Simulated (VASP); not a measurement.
# LiTmH4 (P4/mmm) in VASP: further runs

Runs on LiTmH4. Level: PBE. Tasks: relaxation of cell and atoms, single point.

Everything below comes from runs of VASP 6.6.1. Logs are shortened: lines on timing, memory, paths and dates and some standing lists are left out, and cuts for length are marked.

## 1. The cell of the first run

Symmetry: P4/mmm, No. 123, tetragonal system. Conventional cell: a = 3.868 Å, b = 3.868 Å, c = 4.701 Å, α = 90.00°, β = 90.00°, γ = 90.00°. Within 3.3 Å of Li (site symmetry 4/mmm) lie 8 H at 2.51 Å. Within 2.5 Å of Tm (site symmetry 4/mmm) lie 4 H at 1.87 Å. H (site symmetry m2m) has 2 H at 1.23 Å within 1.6 Å.

The cell was generated, and may not be a known phase.

## 2. Relaxation of cell and atoms, PBE

Input file INCAR:

```
SYSTEM = LiTmH4
PREC = Accurate ; ENCUT = 750
EDIFF = 1E-7 ; ISMEAR = 0
SIGMA = 0.15 ; LREAL = .False.
LASPH = .True. ; NELM = 200
ALGO = Normal ; ISIF = 3
LWAVE = .False. ; LCHARG = .False.
GGA = PE ; IBRION = 2
NSW = 36 ; EDIFFG = -0.08
GGA_COMPAT = .False. ; NELMIN = 4
LMAXMIX = 6
```

Input file KPOINTS:

```
Automatic mesh
0
Gamma
  3 3 3
  0 0 0
```

Input file POSCAR:

```
LiTmH4
1.0
    3.8677115800      0.0000000000      0.0000000000
    0.0000000000      3.8677115800      0.0000000000
    0.0000000000      0.0000000000      4.7008502200
Li Tm H
1 1 4
Direct
    0.5000000000      0.5000000000      0.5000000000
    0.0000000000      0.0000000000      0.0000000000
    0.6587810800      0.6587810800      0.0000000000
    0.3412189200      0.3412189200      0.0000000000
    0.3412189200      0.6587810800      0.0000000000
    0.6587810800      0.3412189200      0.0000000000
```

Potentials or basis: VASP PAW PBE potentials, release 64 (Li_sv, Tm_3, H), 4f in core.

Command:

```
cat potpaw_PBE.64/Li_sv/POTCAR potpaw_PBE.64/Tm_3/POTCAR potpaw_PBE.64/H/POTCAR > POTCAR
mpirun -np 1 vasp_std > vasp.out
```

OUTCAR:

```text
SYSTEM = LiTmH4
   PREC = Accurate
   ENCUT = 750
   EDIFF = 1E-7
   ISMEAR = 0
   LREAL = .False.
   LASPH = .True.
   NELM = 200
   ISIF = 3
   GGA = PE
   IBRION = 2
   NSW = 36
   EDIFFG = -0.08
   NELMIN = 4

 ion  position               nearest neighbor table
   1  0.500  0.500  0.500-
   2  0.000  0.000  0.000-   3 1.87   4 1.87   5 1.87   6 1.87
   3  0.659  0.659  0.000-   2 1.87
   4  0.341  0.341  0.000-   2 1.87
   5  0.341  0.659  0.000-   2 1.87
   6  0.659  0.341  0.000-   2 1.87

  LATTYP: Found a simple tetragonal cell.
 ALAT       =     3.8677115800
 C/A-ratio  =     1.2154086784

  Lattice vectors:

 A1 = (   3.8677115800,   0.0000000000,   0.0000000000)
 A2 = (   0.0000000000,   3.8677115800,   0.0000000000)
 A3 = (   0.0000000000,   0.0000000000,   4.7008502200)

Analysis of symmetry for initial positions (statically):
=====================================================================
 Subroutine PRICEL returns:
 Original cell was already a primitive cell.

 Routine SETGRP: Setting up the symmetry group for a
 simple tetragonal supercell.

 Subroutine GETGRP returns: Found 16 space group operations
 (whereof 16 operations were pure point group operations)
 out of a pool of 16 trial point group operations.

The static configuration has the point symmetry D_4h.

Analysis of symmetry for dynamics (positions and initial velocities):
=====================================================================
 Subroutine PRICEL returns:
 Original cell was already a primitive cell.

 Routine SETGRP: Setting up the symmetry group for a
 simple tetragonal supercell.

 Subroutine GETGRP returns: Found 16 space group operations
 (whereof 16 operations were pure point group operations)
 out of a pool of 16 trial point group operations.

The dynamic configuration has the point symmetry D_4h.

 Subroutine INISYM returns: Found 16 space group operations
 (whereof 16 operations are pure point group operations),
 and found     1 'primitive' translations

----------------------------------------------------------------------------------------

                                     Primitive cell

  volume of cell :      70.3209

  direct lattice vectors                    reciprocal lattice vectors
     3.867711580  0.000000000  0.000000000     0.258550820  0.000000000  0.000000000
[... 81 lines left out ...]
   ISIF   =      3    stress and relaxation
   ISYM   =      2    0-nonsym 1-usesym 2-fastsym
   POTIM  = 0.5000    time-step for ionic-motion
   TEBEG  =    0.0;   TEEND  =   0.0 temperature during run
   PSTRESS=    0.0 pullay stress
   NELECT =      16.0000    total number of electrons
   NUPDOWN=      -1.0000    fix difference up-down
   EMIN   =  10.00;   EMAX   =-10.00  energy-range for DOS
   EFERMI =   0.00;   METHOD = LEGACY
   ISMEAR =     0;   SIGMA  =   0.15  broadening in eV -4-tet -1-fermi 0-gaus
   EFERMI_NEDOS =   21; number of points for ismear=-14 and -15
   IALGO  =     38    algorithm
   IMIX   =      4    mixing-type and parameters
     AMIX     =   0.40;   BMIX     =  1.00
     AMIX_MAG =   1.60;   BMIX_MAG =  1.00
  volume/ion in A,a.u.               =      11.72        79.09
  Fermi-wavevector in a.u.,A,eV,Ry     =   0.999432  1.888653 13.590377  0.998865
  Thomas-Fermi vector in A             =   2.131722
   LORBIT       =      0    0 simple, 1 ext, 2 COOP (PROOUT), +10 PAW based schemes
   GGA     = PE    functional components
   LHFCALC =     F    Hartree Fock is set to
   AEXX    =    0.0000 exact exchange contribution
   IVDW    =     0    specifies the selected vdW correction
   LEPSILON=     F    determine dielectric tensor
   LRPA    =     F    only Hartree local field effects (RPA)
 conjugate gradient relaxation of ions
 non-spin polarized calculation
 Gauss-broadening in eV      SIGMA  =   0.15
  energy-cutoff  :      750.00
  volume of cell :       70.32
 maximum number of plane-waves:      3293
 NGX is ok and might be reduce to    36
   NGX = 17   NGY = 17   NGZ = 21

--------------------------------------- Ionic step        1  -------------------------------------------

 number of electron      16.0000006 magnetization

 Free energy of the ion-electron system (eV)
  ---------------------------------------------------
  ext. energy  EPLUGINS =         0.00000000
  ---------------------------------------------------
  free energy    TOTEN  =       -17.01971331 eV

  energy without entropy =      -17.00021529  energy(sigma->0) =      -17.00996430

------------------------ aborting loop because EDIFF is reached ----------------------------------------

  FORCE on cell =-STRESS in cart. coord.  units (eV):
  Direction    XX          YY          ZZ          XY          YZ          ZX
  --------------------------------------------------------------------------------------
  -------------------------------------------------------------------------------------
  Total        6.6243956      6.6243956     -2.7122039      0.0000000      0.0000000      0.0000000
  in kB      150.9288514    150.9288514    -61.7942904      0.0000000      0.0000000      0.0000000
  external PRESSURE =      80.0211375 kB  Pullay stress =       0.0000000 kB
[... 101 lines left out ...]
  FREE ENERGIE OF THE ION-ELECTRON SYSTEM (eV)
  ---------------------------------------------------
  free  energy   TOTEN  =       -17.7541751340 eV

  energy  without entropy=      -17.7471612195  energy(sigma->0) =      -17.75066818

[... ionic steps 4 to 10 ...]

--------------------------------------- Ionic step       11  -------------------------------------------

 number of electron      15.9999998 magnetization

------------------------ aborting loop because EDIFF is reached ----------------------------------------
[... 75 lines left out ...]
--------------------------------------- Ionic step       13  -------------------------------------------

 number of electron      15.9999997 magnetization

 Free energy of the ion-electron system (eV)
  ---------------------------------------------------
  ext. energy  EPLUGINS =         0.00000000
  ---------------------------------------------------
  free energy    TOTEN  =       -18.35373810 eV

  energy without entropy =      -18.34146323  energy(sigma->0) =      -18.34760067

 E-fermi :   1.7575     XC(G=0):  -8.9139

 val. band max:        1.7198424477   @ k =   0.0000   0.0000   0.0000
 cond. band min:       2.2025665324   @ k =   0.0000   0.0000   0.0000
 fundamental gap:      0.4827240847
 Fermi energy:         1.7575400314

 k-point     1 :       0.0000    0.0000    0.0000
  band No.  band energies     occupation
      1     -44.3934      2.00000
      2     -24.0605      2.00000
      3     -24.0605      2.00000
      4     -23.7637      2.00000
      5      -8.4748      2.00000
      6      -0.5813      2.00000
      7      -0.5813      2.00000
      8       0.2137      2.00000
      9       1.7198      1.27772
     10       2.2026      0.00003
     11       4.6976      0.00000
     12       5.9042      0.00000
[... 106 lines left out ...]
  FREE ENERGIE OF THE ION-ELECTRON SYSTEM (eV)
  ---------------------------------------------------
  free  energy   TOTEN  =       -18.3537380992 eV

  energy  without entropy=      -18.3414632318  energy(sigma->0) =      -18.34760067

 reached required accuracy - stopping structural energy minimisation
```

CONTCAR:

```text
LiTmH4
   1.00000000000000
     4.2763745537460638    0.0000000000000000   -0.0000000000000000
    -0.0000000000000000    4.2763745537460638   -0.0000000000000000
    -0.0000000000000000   -0.0000000000000000    3.5291940531019277
  Li              Tm              H
     1     1     4
Direct
     0.5000000000000000    0.5000000000000000    0.5000000000000000
     0.0000000000000000    0.0000000000000000    0.0000000000000000
     0.6459327114737830    0.6459327114737830    0.0000000000000000
     0.3540672885262169    0.3540672885262169    0.0000000000000000
     0.3540672885262169    0.6459327114737830    0.0000000000000000
     0.6459327114737830    0.3540672885262169    0.0000000000000000

  0.00000000E+00  0.00000000E+00  0.00000000E+00
  0.00000000E+00  0.00000000E+00  0.00000000E+00
  0.00000000E+00  0.00000000E+00  0.00000000E+00
  0.00000000E+00  0.00000000E+00  0.00000000E+00
  0.00000000E+00  0.00000000E+00  0.00000000E+00
  0.00000000E+00  0.00000000E+00  0.00000000E+00
```

It took 1.8 min on 1 thread of Intel Xeon 8259CL, shared host; peak memory 0.25 GiB.

Results:

```
Free energy                           : -18.3537 eV
Relaxed volume                        : 10.76 Å³/atom
Relaxed cell                          : a = 4.276 Å, b = 4.276 Å, c = 3.529 Å, α = 90.00°, β = 90.00°, γ = 90.00°
Space group after relaxing (to 0.1 Å) : P4/mmm (No. 123)
Energy gained by relaxing             : 222.3 meV/atom
Ionic steps                           : 13
Pressure after relaxing               : -0.3 GPa
Largest force after relaxing          : 0.005 eV/Å
Band gap on the k mesh                : 0.11 eV (least direct gap 0.73 eV)
```

Forces on the atoms (eV/Å):
```
Li   0.000  0.000  0.000
Tm   0.000  0.000  0.000
H   -0.003 -0.003  0.000
H    0.003  0.003  0.000
H    0.003 -0.003  0.000
H   -0.003  0.003  0.000
```

The path:
| step | energy change (eV) | largest force (eV/Å) | pressure (GPa) | volume (Å³) |
| --- | --- | --- | --- | --- |
| 1 | 0.0000 | 1.6760 | 8.00 | 70.32 |
| 2 | -0.7112 | 0.1714 | 0.41 | 76.31 |
| 3 | -0.7345 | 0.5499 | -0.78 | 77.86 |
| 4 | -0.8701 | 0.2117 | -2.00 | 77.89 |
| 5 | -1.0058 | 0.2262 | -3.58 | 77.69 |
| 6 | -1.0165 | 0.3854 | -4.72 | 76.29 |
| 7 | -1.0395 | 0.4618 | -4.46 | 77.21 |
| 8 | -1.1521 | 0.4288 | -3.91 | 73.73 |
| 9 | -1.2414 | 0.3700 | -2.99 | 69.39 |
| 10 | -1.1286 | 0.1262 | 0.85 | 60.68 |
| 11 | -1.2565 | 0.3294 | -2.40 | 67.39 |
| 12 | -1.3110 | 0.2292 | -1.50 | 65.97 |
| 13 | -1.3340 | 0.0047 | -0.27 | 64.54 |

Final structure:
```yaml
crystal:
  lattice:
    - [4.27637, 0.00000, 0.00000]
    - [0.00000, 4.27637, 0.00000]
    - [0.00000, 0.00000, 3.52919]
  atoms:
    - { symbol: Li, position: [0.50000, 0.50000, 0.50000] }
    - { symbol: Tm, position: [0.00000, 0.00000, 0.00000] }
    - { symbol: H, position: [0.64593, 0.64593, 0.00000] }
    - { symbol: H, position: [0.35407, 0.35407, 0.00000] }
    - { symbol: H, position: [0.35407, 0.64593, 0.00000] }
    - { symbol: H, position: [0.64593, 0.35407, 0.00000] }
```

Caveat: the k points lie up to 0.59 Å⁻¹ apart in the final cell; the smearing spreads over this small gap; a cell axis changed by over 15 % at a fixed basis, so the end point is rough; spin-orbit coupling is left out, which moves the levels of the heavy elements; the 4f electrons are frozen in the core, so they carry no moment and show no levels. A k mesh can miss the band edges.

## 3. Relaxation of cell and atoms, PBE

This run uses another cell than the first one, of 9.66 Å³/atom.

Input file INCAR:

```
  ALGO = Normal
  EDIFF = 1E-7
  EDIFFG = -0.08
  ENCUT = 750
  GGA = PE
  GGA_COMPAT = False
  IBRION = 2
  ISIF = 3
  ISMEAR = 0
  LASPH = True
  LCHARG = False
  LMAXMIX = 6
  LREAL = False
  LWAVE = False
  NELM = 200
  NELMIN = 4
  NSW = 36
  PREC = Accurate
  SIGMA = 0.15
```

Input file KPOINTS:

```
k-points
0
Gamma
  4 4 3
```

Input file POSCAR:

```
LiTmH4
1.0
    3.4462752000      0.0000000000      0.0000000000
    0.0000000000      3.4462752000      0.0000000000
    0.0000000000      0.0000000000      4.8796750000
Li Tm H
1 1 4
Direct
    0.0000000000      0.0000000000      0.0000000000
    0.5000000000      0.5000000000      0.5000000000
    0.5000000000      0.0000000000      0.7458124800
    0.0000000000      0.5000000000      0.2541875200
    0.5000000000      0.0000000000      0.2541875200
    0.0000000000      0.5000000000      0.7458124800
```

Potentials or basis: VASP PAW PBE potentials, release 64 (Li_sv, Tm_3, H), 4f in core.

Command:

```
cat potpaw_PBE.64/Li_sv/POTCAR potpaw_PBE.64/Tm_3/POTCAR potpaw_PBE.64/H/POTCAR > POTCAR
mpirun -np 1 vasp_std > vasp.out
```

It took 24 s on 1 thread of Intel Xeon 6975P-C (Granite Rapids), shared host; peak memory 0.23 GiB.

It converged, with:

| Quantity | Value |
| --- | --- |
| Free energy | -22.2450 eV |
| Relaxed volume | 10.40 Å³/atom |
| Relaxed cell | a = 3.541 Å, b = 3.541 Å, c = 4.975 Å, α = 90.00°, β = 90.00°, γ = 90.00° |
| Space group after relaxing (to 0.1 Å) | P4/mmm (No. 123) |
| Energy gained by relaxing | 13.3 meV/atom |
| Ionic steps | 3 |
| Pressure after relaxing | -0.1 GPa |
| Largest force after relaxing | 0.039 eV/Å |
| Band gap on the k mesh | zero (bands 8 and 9 overlap by 0.69 eV) |

Forces on the atoms (eV/Å):
```
Li   0.000  0.000  0.000
Tm   0.000  0.000  0.000
H    0.000  0.000 -0.039
H    0.000  0.000  0.039
H    0.000  0.000  0.039
H    0.000  0.000 -0.039
```

Stress tensor (GPa, compression positive):
```
 0.06  0.00  0.00
 0.00  0.06  0.00
 0.00  0.00 -0.35
```

The path:
```tsv
step	energy change (eV)	largest force (eV/Å)	pressure (GPa)	volume (Å³)
1	0.0000	0.2476	5.48	57.95
2	-0.0711	0.0569	1.74	60.77
3	-0.0801	0.0391	-0.08	62.38
```

Final structure:
```yaml
crystal:
  lattice:
    - [3.54102, 0.00000, 0.00000]
    - [0.00000, 3.54102, 0.00000]
    - [0.00000, 0.00000, 4.97494]
  atoms:
    - { symbol: Li, position: [0.00000, 0.00000, 0.00000] }
    - { symbol: Tm, position: [0.50000, 0.50000, 0.50000] }
    - { symbol: H, position: [0.50000, 0.00000, 0.74961] }
    - { symbol: H, position: [0.00000, 0.50000, 0.25039] }
    - { symbol: H, position: [0.50000, 0.00000, 0.25039] }
    - { symbol: H, position: [0.00000, 0.50000, 0.74961] }
```

Levels at points of the mesh, in eV from the Fermi level:
| k point | band 5 | band 6 | band 7 | band 8 | band 9 | band 10 | band 11 | band 12 |
| --- | --- | --- | --- | --- | --- | --- | --- | --- |
| (0.00, 0.00, 0.00) | -7.18 | -3.12 | -3.07 | 0.33 | 1.17 | 3.99 | 3.99 | 5.86 |
| (0.50, 0.00, 0.00) | -5.28 | -3.77 | -3.34 | -0.94 | 1.25 | 3.53 | 4.47 | 5.56 |
| (0.50, 0.50, 0.00) | -3.14 | -3.14 | -2.68 | -2.68 | -0.35 | 1.50 | 5.26 | 6.83 |

Caveat: the k points lie up to 0.44 Å⁻¹ apart in the final cell, too coarse for converged energies and pressures of a metal; spin-orbit coupling is left out, which moves the levels of the heavy elements; the 4f electrons are frozen in the core, so they carry no moment and show no levels; the relaxation stopped at a loose force limit of 0.08 eV/Å, so its end isn't a converged minimum. Spin polarisation is off, so any magnetic state and its effect on volume and gap are missing.

(Continued in part 2 of 2.)

The gap in the log of VASP goes by the Fermi energy; the results here count the filled bands.